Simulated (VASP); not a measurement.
# BN (F-43m) in VASP: further runs

Runs on BN. Level: LDA. Tasks: single point, relaxation of cell and atoms.

All numbers are computed with VASP 6.6.1; they aren't measurements. Logs are shortened: lines on timing, memory, paths and dates and some standing lists are left out, and cuts for length are marked.

## Step 1: The cell of the first run

The structure is cubic, space group F-43m (No. 216). The conventional cell has a = 3.581 Å, b = 3.581 Å, c = 3.581 Å, α = 90.00°, β = 90.00°, γ = 90.00°. B (site symmetry -43m) has 4 N at 1.55 Å within 2.1 Å. N (site symmetry -43m) has 4 B at 1.55 Å within 2.1 Å.

## Step 2: Single point, LDA

INCAR

```
SYSTEM = BN
  ALGO = Normal
  EDIFF = 1E-6
  ENCUT = 600
  GGA = CA
  GGA_COMPAT = .False.
  ISIF = 2
  ISMEAR = 0
  LASPH = .True.
  LCHARG = .False.
  LREAL = .False.
  LWAVE = .False.
  NBANDS = 11
  NELM = 120
  PREC = Accurate
  SIGMA = 0.1
```

KPOINTS

```
k-points
0
Gamma
  10 10 10
  0 0 0
```

POSCAR

```
BN
1.0
    0.0000000000      1.7905249305      1.7905249305
    1.7905249305      0.0000000000      1.7905249305
    1.7905249305      1.7905249305      0.0000000000
B N
1 1
Direct
    0.0000000000      0.0000000000      0.0000000000
    0.7500000000      0.7500000000      0.7500000000
```

Potentials or basis: VASP PAW LDA potentials, release 64 (B, N).

The run is started by

```sh
cat potpaw_LDA.64/B/POTCAR potpaw_LDA.64/N/POTCAR > POTCAR
mpirun -np 1 vasp_std > vasp.out
```

OUTCAR:

```text
SYSTEM = BN
   EDIFF = 1E-6
   ENCUT = 600
   GGA = CA
   ISIF = 2
   ISMEAR = 0
   LASPH = .True.
   LREAL = .False.
   NELM = 120
   PREC = Accurate

 ion  position               nearest neighbor table
   1  0.000  0.000  0.000-   2 1.55   2 1.55   2 1.55   2 1.55
   2  0.750  0.750  0.750-   1 1.55   1 1.55   1 1.55   1 1.55

  LATTYP: Found a face centered cubic cell.
 ALAT       =     3.5810498610

  Lattice vectors:

 A1 = (   0.0000000000,   1.7905249305,   1.7905249305)
 A2 = (   1.7905249305,   0.0000000000,   1.7905249305)
 A3 = (   1.7905249305,   1.7905249305,   0.0000000000)

Analysis of symmetry for initial positions (statically):
=====================================================================
 Subroutine PRICEL returns:
 Original cell was already a primitive cell.

 Routine SETGRP: Setting up the symmetry group for a
 face centered cubic supercell.

 Subroutine GETGRP returns: Found 24 space group operations
 (whereof 24 operations were pure point group operations)
 out of a pool of 48 trial point group operations.

The static configuration has the point symmetry T_d .

Analysis of symmetry for dynamics (positions and initial velocities):
=====================================================================
 Subroutine PRICEL returns:
 Original cell was already a primitive cell.

 Routine SETGRP: Setting up the symmetry group for a
 face centered cubic supercell.

 Subroutine GETGRP returns: Found 24 space group operations
 (whereof 24 operations were pure point group operations)
 out of a pool of 48 trial point group operations.

The dynamic configuration has the point symmetry T_d .

 Subroutine INISYM returns: Found 24 space group operations
 (whereof 24 operations are pure point group operations),
 and found     1 'primitive' translations

----------------------------------------------------------------------------------------

                                     Primitive cell

  volume of cell :      11.4808

  direct lattice vectors                    reciprocal lattice vectors
     0.000000000  1.790524930  1.790524930    -0.279247718  0.279247718  0.279247718
     1.790524930  0.000000000  1.790524930     0.279247718 -0.279247718  0.279247718
     1.790524930  1.790524930  0.000000000     0.279247718  0.279247718 -0.279247718

  length of vectors
     2.532184640  2.532184640  2.532184640     0.483671235  0.483671235  0.483671235

  position of ions in fractional coordinates (direct lattice)
     0.000000000  0.000000000  0.000000000
     0.750000000  0.750000000  0.750000000

  ion indices of the primitive-cell ions
[... 79 lines left out ...]
   IBRION =     -1    ionic relax: 0-MD 1-quasi-New 2-CG
   NFREE  =      0    steps in history (QN), initial steepest desc. (CG)
   ISIF   =      2    stress and relaxation
   ISYM   =      2    0-nonsym 1-usesym 2-fastsym
   POTIM  = 0.5000    time-step for ionic-motion
   TEBEG  =    0.0;   TEEND  =   0.0 temperature during run
   PSTRESS=    0.0 pullay stress
   NELECT =       8.0000    total number of electrons
   NUPDOWN=      -1.0000    fix difference up-down
   EMIN   =  10.00;   EMAX   =-10.00  energy-range for DOS
   EFERMI =   0.00;   METHOD = LEGACY
   ISMEAR =     0;   SIGMA  =   0.10  broadening in eV -4-tet -1-fermi 0-gaus
   EFERMI_NEDOS =   21; number of points for ismear=-14 and -15
   IALGO  =     38    algorithm
   IMIX   =      4    mixing-type and parameters
     AMIX     =   0.40;   BMIX     =  1.00
     AMIX_MAG =   1.60;   BMIX_MAG =  1.00
  volume/ion in A,a.u.               =       5.74        38.74
  Fermi-wavevector in a.u.,A,eV,Ry     =   1.451380  2.742710 28.660724  2.106504
  Thomas-Fermi vector in A             =   2.568884
   LORBIT       =      0    0 simple, 1 ext, 2 COOP (PROOUT), +10 PAW based schemes
   GGA     = CA    functional components
   LHFCALC =     F    Hartree Fock is set to
   AEXX    =    0.0000 exact exchange contribution
   IVDW    =     0    specifies the selected vdW correction
   LEPSILON=     F    determine dielectric tensor
   LRPA    =     F    only Hartree local field effects (RPA)
 non-spin polarized calculation
 Gauss-broadening in eV      SIGMA  =   0.10
  energy-cutoff  :      600.00
  volume of cell :       11.48
 maximum number of plane-waves:       392
   NGX = 11   NGY = 11   NGZ = 11

 number of electron       7.9999999 magnetization

 Free energy of the ion-electron system (eV)
  ---------------------------------------------------
  ext. energy  EPLUGINS =         0.00000000
  ---------------------------------------------------
  free energy    TOTEN  =       -19.41634808 eV

  energy without entropy =      -19.41634808  energy(sigma->0) =      -19.41634808

 E-fermi :   8.1467     XC(G=0): -13.2414

 val. band max:        7.7462067221   @ k =   0.0000   0.0000   0.0000
 cond. band min:      12.1231735858   @ k =   0.5000   0.5000   0.0000
 fundamental gap:      4.3769668637
 Fermi energy:         8.1466551330

 k-point     1 :       0.0000    0.0000    0.0000
  band No.  band energies     occupation
      1     -12.6469      2.00000
      2       7.7462      2.00000
      3       7.7462      2.00000
      4       7.7462      2.00000
      5      16.5634      0.00000
      6      16.5634      0.00000
      7      16.5634      0.00000
      8      18.6498      0.00000
      9      32.7745      0.00000
     10      35.8843      0.00000
     11      35.8843      0.00000
[... 309 lines left out ...]
 k-point    24 :       0.4000    0.3000    0.0000
  band No.  band energies     occupation
      1      -8.7435      2.00000
      2       0.9206      2.00000
      3       3.0955      2.00000
      4       3.5341      2.00000
      5      13.8175      0.00000
      6      18.4661      0.00000
      7      23.4398      0.00000
      8      23.4829      0.00000
      9      27.6452      0.00000
     10      35.1387      0.00000
     11      39.8770      0.00000

 [... further k-points ...]
[... 5 lines left out ...]
  --------------------------------------------------------------------------------------
  -------------------------------------------------------------------------------------
  Total        0.0423182      0.0423182      0.0423182      0.0000000      0.0000000     -0.0000000
  in kB        5.9056390      5.9056390      5.9056390      0.0000000      0.0000000     -0.0000000
  external PRESSURE =       5.9056390 kB  Pullay stress =       0.0000000 kB

 VOLUME and BASIS-vectors are now :
 -----------------------------------------------------------------------------
  energy-cutoff  :      600.00
  volume of cell :       11.48
      direct lattice vectors                 reciprocal lattice vectors
     0.000000000  1.790524930  1.790524930    -0.279247718  0.279247718  0.279247718
     1.790524930  0.000000000  1.790524930     0.279247718 -0.279247718  0.279247718
     1.790524930  1.790524930  0.000000000     0.279247718  0.279247718 -0.279247718

 POSITION                                       TOTAL-FORCE (eV/Angst)
 -----------------------------------------------------------------------------------
      0.00000      0.00000      0.00000        -0.000000     -0.000000     -0.000000
      2.68579      2.68579      2.68579         0.000000      0.000000      0.000000
 -----------------------------------------------------------------------------------
    total drift:                                0.000000      0.000000      0.000000

  FREE ENERGIE OF THE ION-ELECTRON SYSTEM (eV)
  ---------------------------------------------------
  free  energy   TOTEN  =       -19.4163480755 eV

  energy  without entropy=      -19.4163480755  energy(sigma->0) =      -19.41634808
```

stdout:

```text
POSCAR found type information on POSCAR B N
 POSCAR found :  2 types and       2 ions
 scaLAPACK will be used
 LDA part: xc-table for (Slater(with rela. corr.)+CA(PZ))
 , standard interpolation
 POSCAR, INCAR and KPOINTS ok, starting setup
 FFT: planning ... GRIDC
 FFT: planning ... GRID_SOFT
 FFT: planning ... GRID
 WAVECAR not read
 entering main loop
```

It took 7.7 s on 1 thread of Intel Xeon 8259CL, shared host; peak memory 0.12 GiB.

What came out:

| Property | Result |
| --- | --- |
| Free energy | -19.4163 eV |
| Pressure | 0.6 GPa |
| Band gap on the k mesh | 4.38 eV, indirect (least direct gap 8.82 eV) |

## Step 3: Single point, LDA

This run uses another cell than the first one, of 5.48 Å³/atom, 0.955 times its volume.

INCAR

```
PREC = Accurate ; ENCUT = 520
EDIFF = 1E-6 ; ISMEAR = 0
SIGMA = 0.01 ; LREAL = False
LASPH = True ; NELM = 100
ALGO = Normal ; ISIF = 2
LWAVE = False ; LCHARG = False
NBANDS = 11
```

KPOINTS

```
regular mesh
0
Gamma
  12 12 12
```

POSCAR

```
BN
1.0
    0.0000000000      1.7631677535      1.7631677535
    1.7631677535      0.0000000000      1.7631677535
    1.7631677535      1.7631677535      0.0000000000
B N
1 1
Direct
    0.0000000000      0.0000000000      0.0000000000
    0.7500000000      0.7500000000      0.7500000000
```

Potentials or basis: VASP PAW LDA potentials, release 64 (B, N).

The run is started by

```sh
cat potpaw_LDA.64/B/POTCAR potpaw_LDA.64/N/POTCAR > POTCAR
mpirun -np 1 vasp_std > vasp.out
```

Wall time 8.1 s (1 thread of Intel Xeon 8259CL, shared host); peak memory 0.12 GiB.

The run converged. Its results:

| Item | Value |
| --- | --- |
| Free energy | -19.3786 eV |
| Pressure | 21.2 GPa |
| Band gap on the k mesh | 4.43 eV, indirect (least direct gap 9.04 eV) |

Levels at points of the mesh, in eV from the valence-band top:
```csv
k point,band 1,band 2,band 3,band 4,band 5,band 6,band 7,band 8,band 9
"(0.00, 0.00, 0.00)",-20.94,0.00,0.00,0.00,9.04,9.04,9.04,11.68,25.92
"(0.50, 0.00, 0.00)",-16.29,-11.41,-2.09,-2.09,10.97,10.97,11.21,15.77,24.20
"(0.50, 0.50, 0.00)",-14.82,-9.38,-5.31,-5.31,4.43,9.56,18.86,18.86,21.83
```

A k mesh can miss the band edges.

## Step 4: Relaxation of cell and atoms, LDA, target pressure 20 GPa, at which the enthalpy is minimised

INCAR

```
PREC     = Accurate       # precision mode
ENCUT    = 600            # plane-wave cutoff, eV
EDIFF    = 1E-7           # SCF threshold, eV
ISMEAR   = 0              # smearing method
SIGMA    = 0.01           # smearing width, eV
LREAL    = False          # projectors in reciprocal space
LASPH    = True           # aspherical terms in the spheres
NELM     = 100            # most SCF steps
ALGO     = Normal         # electronic algorithm
ISIF     = 3              # what is computed and relaxed
LWAVE    = False          # write WAVECAR
LCHARG   = False          # write CHGCAR
GGA      = CA             # functional
IBRION   = 2              # ionic algorithm
NSW      = 80             # ionic steps
EDIFFG   = -0.001         # ionic threshold
PSTRESS  = 200.0
```

KPOINTS is that of step 3.

POSCAR

```
BN
1.0
    0.0000000000      1.7902744181      1.7902744181
    1.7902744181      0.0000000000      1.7902744181
    1.7902744181      1.7902744181      0.0000000000
B N
1 1
Direct
    0.0000000000      0.0000000000      0.0000000000
    0.7500000000      0.7500000000      0.7500000000
```

The run is started by

```sh
cat potpaw_LDA.64/B/POTCAR potpaw_LDA.64/N/POTCAR > POTCAR
mpirun -np 1 vasp_std > vasp.out
```

Wall time 28 s (1 thread of Intel Xeon 8259CL, shared host); peak memory 0.12 GiB.

It converged, with:

```
Free energy                                            : -19.3853 eV
Relaxed volume                                         : 5.49 Å³/atom
Relaxed cell                                           : a = 2.495 Å, b = 2.495 Å, c = 2.495 Å, α = 60.00°, β = 60.00°, γ = 60.00°
Space group after relaxing (to 0.05 Å)                 : F-43m (No. 216)
Energy change on relaxing (the enthalpy is what falls) : +15.5 meV/atom
Ionic steps                                            : 6
Pressure after relaxing                                : 20.0 GPa
Band gap on the k mesh                                 : 4.43 eV, indirect (least direct gap 9.03 eV)
```

The path:
```csv
step,energy change (eV),largest force (eV/Å),pressure (GPa),volume (Å³)
1,0.0000,0.0000,0.73,11.48
2,0.1629,0.0000,50.09,10.37
3,0.0301,0.0000,19.71,10.99
4,0.0313,0.0000,20.13,10.98
5,0.0306,0.0000,19.86,10.99
6,0.0310,0.0000,19.99,10.98
```

Final structure:
```
CELL_PARAMETERS angstrom
0.00000 1.76420 1.76420
1.76420 0.00000 1.76420
1.76420 1.76420 0.00000
ATOMIC_POSITIONS crystal
B 0.00000 0.00000 0.00000
N 0.75000 0.75000 0.75000
```

Levels at points of the mesh, in eV from the valence-band top:
```csv
k point,band 2,band 3,band 4,band 5,band 6,band 7
"(0.00, 0.00, 0.00)",0.00,0.00,0.00,9.03,9.03,9.03
"(0.50, 0.00, 0.00)",-11.40,-2.09,-2.09,10.96,10.96,11.18
"(0.50, 0.50, 0.00)",-9.37,-5.30,-5.30,4.43,9.55,18.83
```

Caveat: the cell is relaxed towards a set pressure, so the enthalpy falls and the energy may rise. A k mesh can miss the band edges.

## Step 5: The runs side by side

| task | cell | k mesh | cutoff (eV) | smearing | gap on the mesh (eV) | pressure (GPa) |
| --- | --- | --- | --- | --- | --- | --- |
| single point | a = 2.532 Å, angles 60.0°, 2 atoms | 10 × 10 × 10 | 600 | gaussian 0.1 eV | 4.38 | 0.6 |
| single point | a = 2.493 Å, angles 60.0°, 2 atoms | 12 × 12 × 12 | 520 | gaussian 0.01 eV | 4.43 | 21.2 |
| relaxation of cell and atoms | relaxed to 20 GPa from a = 2.532 Å, angles 60.0°, 2 atoms | 12 × 12 × 12 | 600 | gaussian 0.01 eV | 4.43 | 20.0 |

Alike in all rows: level LDA; potentials or basis VASP PAW LDA potentials, release 64 (B, N); no spin polarisation.

Caveats: the cell is relaxed towards a set pressure, so the enthalpy falls and the energy may rise (some runs).

Absolute energies hang on the potentials; compare differences alone.
